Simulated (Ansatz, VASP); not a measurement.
## WSe2 in VASP and in Ansatz

INCAR

```
PREC = Accurate
ENCUT = 520
EDIFF = 1E-6
ISMEAR = 0
SIGMA = 0.05
LREAL = False
LASPH = True
NELM = 80
ALGO = Normal
ISIF = 2
LWAVE = False
LCHARG = False
LDIPOL = True
IDIPOL = 3
DIPOL = 0.5 0.5 0.399
GGA = PE
IVDW = 12
NBANDS = 35
```

The input KPOINTS:

```
regular mesh
0
Gamma
  9 9 1
```

POSCAR

```
WSe2
1.0
    3.2854929709      0.0000000000      0.0000000000
   -1.6427464855      2.8453203767      0.0000000000
    0.0000000000      0.0000000000     24.2386466774
Se W
4 2
Direct
    0.3333333333      0.6666666667      0.1856539294
    0.3333333333      0.6666666667      0.3246601777
    0.6666666667      0.3333333333      0.4735958856
    0.6666666667      0.3333333333      0.6126021339
    0.6666666667      0.3333333333      0.2551570536
    0.3333333333      0.6666666667      0.5430990097
```

Input for Ansatz:

```yaml
crystal:
  lattice:
    - [3.2854929709, 0.0, 0.0]
    - [-1.6427464855, 2.8453203767, 0.0]
    - [0.0, 0.0, 24.2386466774]
  atoms:
    - { symbol: Se, position: [0.3333333333, 0.6666666667, 0.1856539294] }
    - { symbol: W, position: [0.6666666667, 0.3333333333, 0.2551570536] }
    - { symbol: Se, position: [0.3333333333, 0.6666666667, 0.3246601777] }
    - { symbol: Se, position: [0.6666666667, 0.3333333333, 0.4735958856] }
    - { symbol: W, position: [0.3333333333, 0.6666666667, 0.5430990097] }
    - { symbol: Se, position: [0.6666666667, 0.3333333333, 0.6126021339] }
basis:
  ecutwfc: 420
kpoints:
  mp_grid: { grid: [9, 9, 1] }
hamiltonian:
  xc: pbe
  pseudopotentials: { kind: paw, azcp: { folder: soft_1 } }
  dispersion: d3bj
scf:
  occupations: { method: gaussian, width: 0.05 }
output:
  forces: true
  eigenvalues: true
  write_density: true
  write_potential: true
  elf: true
  volumetric_format: npy
efield:
  axis: 3
  dipole_correction: true
  ramp_width: 0.04
```

Alike in both runs: task single point; functional PBE; dispersion D3(BJ); k mesh 9 × 9 × 1; occupations gaussian, width 0.05 eV; no spin polarisation.

|  | VASP | Ansatz |
| --- | --- | --- |
| version | VASP 6.6.1 | Ansatz 0.2.0 |
| potentials or method | VASP PAW PBE potentials, release 64 (Se, W_sv), cutoff 520 eV | scalar-relativistic, plane waves, PAW |
| valence electrons in the cell | 52 | 92 |

Ansatz gave:

| Item | Value |
| --- | --- |
| gap on the k mesh at the Fermi level (eV) | 1.54 |
| least direct gap on the mesh (eV) | 1.65 |
| rms of the force components (eV/Å) | 0.035 |

**Question.** Estimate VASP's values.

**Answer.** gap on the k mesh at the Fermi level (eV): 1.54; least direct gap on the mesh (eV): 1.64; rms of the force components (eV/Å): 0.051.

VASP's potentials hold 52 valence electrons a cell and Ansatz's 92, so a difference there can come from the potentials and not from the codes. Ansatz's warnings: xc potential rough in thin density.

Neither program's run includes spin-orbit coupling.
